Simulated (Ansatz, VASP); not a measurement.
CoSi in VASP and in Ansatz

The input INCAR:

```
PREC     = Accurate       # precision mode
ENCUT    = 600            # plane-wave cutoff, eV
EDIFF    = 1E-6           # SCF threshold, eV
ISMEAR   = 0              # smearing method
SIGMA    = 0.2            # smearing width, eV
LREAL    = F              # projectors in reciprocal space
LASPH    = T              # aspherical terms in the spheres
NELM     = 120            # most SCF steps
ALGO     = Normal         # electronic algorithm
ISIF     = 2              # what is computed and relaxed
LWAVE    = F              # write WAVECAR
LCHARG   = F              # write CHGCAR
GGA      = PE             # functional
NBANDS   = 36             # bands
GGA_COMPAT= F
```

File KPOINTS:

```
regular mesh
0
Gamma
  6 6 6
```

POSCAR

```
CoSi
1.0
    4.4308434880      0.0000000000      0.0000000000
    0.0000000000      4.4308434880      0.0000000000
    0.0000000000      0.0000000000      4.4308434880
Co Si
4 4
Direct
    0.1450204866      0.1450204866      0.1450204866
    0.3549795134      0.8549795134      0.6450204866
    0.6450204866      0.3549795134      0.8549795134
    0.8549795134      0.6450204866      0.3549795134
    0.8431592503      0.8431592503      0.8431592503
    0.6568407497      0.1568407497      0.3431592503
    0.3431592503      0.6568407497      0.1568407497
    0.1568407497      0.3431592503      0.6568407497
```

Input for Ansatz:

```yaml
crystal:
  lattice:
    - [4.430843488, 0.0, 0.0]
    - [0.0, 4.430843488, 0.0]
    - [0.0, 0.0, 4.430843488]
  atoms:
    - { symbol: Co, position: [0.1450204866, 0.1450204866, 0.1450204866] }
    - { symbol: Co, position: [0.3549795134, 0.8549795134, 0.6450204866] }
    - { symbol: Co, position: [0.6450204866, 0.3549795134, 0.8549795134] }
    - { symbol: Co, position: [0.8549795134, 0.6450204866, 0.3549795134] }
    - { symbol: Si, position: [0.8431592503, 0.8431592503, 0.8431592503] }
    - { symbol: Si, position: [0.6568407497, 0.1568407497, 0.3431592503] }
    - { symbol: Si, position: [0.3431592503, 0.6568407497, 0.1568407497] }
    - { symbol: Si, position: [0.1568407497, 0.3431592503, 0.6568407497] }
basis:
  ecutwfc: 420
kpoints:
  mp_grid: { grid: [6, 6, 6] }
hamiltonian:
  xc: pbe
scf:
  occupations: { method: gaussian, width: 0.2 }
  lower_state_search: "off"
output:
  forces: true
  stress: true
  eigenvalues: true
```

Alike in both runs: task single point; functional PBE; k mesh 6 × 6 × 6; occupations gaussian, width 0.2 eV; no spin polarisation.

|  | VASP | Ansatz |
| --- | --- | --- |
| version | VASP 6.6.1 | Ansatz 0.2.0 |
| potentials or method | VASP PAW PBE potentials, release 64 (Co, Si), cutoff 600 eV | scalar-relativistic, plane waves, PAW |
| valence electrons in the cell | 52 | 84 |

Ansatz gave:

| Item | Value |
| --- | --- |
| gap on the k mesh at the Fermi level (eV) | none |
| pressure (GPa) | 0.0 |

Which values does VASP return?

gap on the k mesh at the Fermi level (eV): none; pressure (GPa): -0.1.

A gap of «none» marks a metal or a gap that the smearing closes. VASP's potentials hold 52 valence electrons a cell and Ansatz's 84, so a difference there can come from the potentials and not from the codes.
